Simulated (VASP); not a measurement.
Na6ZnSb2: single point with HSE06

Na6ZnSb2:

```
CELL_PARAMETERS angstrom
0.00000 5.47291 0.00000
5.03814 -2.73645 0.00000
1.30772 0.00000 -9.22309
ATOMIC_POSITIONS crystal
Sb 0.14474 0.28948 0.75097
Sb 0.85526 0.71052 0.24903
Zn 0.00000 0.00000 0.00000
Na 0.47030 0.94060 0.72470
Na 0.52970 0.05940 0.27530
Na 0.29260 0.58520 0.07050
Na 0.70740 0.41480 0.92950
Na 0.17360 0.34720 0.40920
Na 0.82640 0.65280 0.59080
```

```json
{
 "Program": "VASP 6.6.1",
 "Task": "single point",
 "Functional": "HSE06",
 "Potentials or basis": "VASP PAW PBE potentials, release 64 (Sb, Zn, Na_pv)",
 "Cutoff": "400 eV",
 "k mesh": "2 × 2 × 1",
 "Occupations": "fermi-dirac, width 0.0183 eV",
 "Spin": "no spin polarisation",
 "Dipole correction": "no",
 "Grid for exact exchange (PRECFOCK)": "Fast",
 "Further INCAR settings": "ALGO = Normal; EDIFF = 1e-06; NBANDS = 42",
 "Share of exact exchange": "0.25",
 "Screening parameter": "0.2079 1/Å"
}
```

```
Pressure               : -0.2 GPa
Largest force          : 0.189 eV/Å
Band gap on the k mesh : zero (bands 32 and 33 overlap by 0.80 eV)
```

Forces in eV/Å, atoms in the order of the input:
```
Sb   0.174  0.000 -0.074
Sb  -0.174  0.000  0.074
Zn   0.000  0.000  0.000
Na   0.049  0.000 -0.152
Na  -0.049  0.000  0.152
Na   0.159  0.000  0.054
Na  -0.159  0.000 -0.054
Na   0.007  0.000 -0.010
Na  -0.007  0.000  0.010
```

Stress tensor (GPa, compression positive):
```
 1.22  0.00  1.07
 0.00 -0.79  0.00
 1.07  0.00 -1.12
```

Levels at points of the mesh, in eV from the Fermi level:
| k point | band 28 | band 29 | band 30 | band 31 | band 32 | band 33 | band 34 | band 35 | band 36 | band 37 |
| --- | --- | --- | --- | --- | --- | --- | --- | --- | --- | --- |
| (0.00, 0.00, 0.00) | -2.30 | -2.13 | -2.11 | -1.94 | -1.35 | -0.20 | 1.76 | 2.03 | 2.10 | 2.44 |
| (0.50, 0.00, 0.00) | -3.38 | -2.96 | -2.53 | -2.44 | -0.41 | 0.21 | 0.48 | 1.62 | 2.09 | 3.10 |
| (0.00, 0.50, 0.00) | -3.49 | -3.40 | -2.68 | -1.94 | 0.60 | 0.84 | 1.02 | 1.64 | 1.76 | 2.17 |

Run time: 4.2 min on 1 thread of Intel Xeon 8259CL, on a shared host, peak memory 0.41 GiB.

Caveat: the k points lie up to 0.68 Å⁻¹ apart, too coarse for converged energies and pressures of a metal; the PAW data sets were made with another functional, which shifts forces and pressure a little; spin-orbit coupling is left out, which moves the levels of the heavy elements.
